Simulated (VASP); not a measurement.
Set up this calculation in VASP 6.6.1, as the native input.

| Item | Value |
| --- | --- |
| Task | relaxation of cell and atoms |
| Functional | PBE |
| Potentials or basis | VASP PAW PBE potentials, release 64 (Ge_d) |
| Cutoff | 600 eV |
| k mesh | 12 × 12 × 12 |
| Occupations | fermi-dirac, width 0.05 eV |
| Spin | no spin polarisation |
| Dipole correction | no |
| Further INCAR settings | ALGO = Normal; EDIFF = 1e-07; IBRION = 2; EDIFFG = -0.005; NSW = 45; ISIF = 3 |

The structure of Ge lies in POSCAR:

```
Ge
1.0
    0.0000000000      2.8807264636      2.8807264636
    2.8807264636      0.0000000000      2.8807264636
    2.8807264636      2.8807264636      0.0000000000
Ge
2
Direct
   -0.1250000000     -0.1250000000     -0.1250000000
    0.1250000000      0.1250000000      0.1250000000
```

One way to write it, as run:

INCAR

```
SYSTEM = Ge
PREC = Accurate
ENCUT = 600
EDIFF = 1E-7
ISMEAR = -1
SIGMA = 0.05
LREAL = .False.
LASPH = .True.
NELM = 100
ALGO = Normal
ISIF = 3
LWAVE = .False.
LCHARG = .False.
GGA = PE
IBRION = 2
NSW = 45
EDIFFG = -0.005
```

KPOINTS

```
regular mesh
0
Gamma
  12 12 12
  0 0 0
```

Potentials or basis: VASP PAW PBE potentials, release 64 (Ge_d).

Launch:

```console
$ cat potpaw_PBE.64/Ge_d/POTCAR > POTCAR
$ mpirun -np 1 vasp_std > vasp.out
```

Results of the run:

The pressure after relaxing is 0.0 GPa and the band gap on the k mesh is zero (filled and empty bands touch).

Caveat: the relaxation stopped at its first step, so nothing moved; semilocal functionals underestimate gaps, and a narrow one can read as zero.

Wall time 59 s on 1 thread of Intel Xeon 8259CL, on a shared host, peak memory 0.23 GiB.
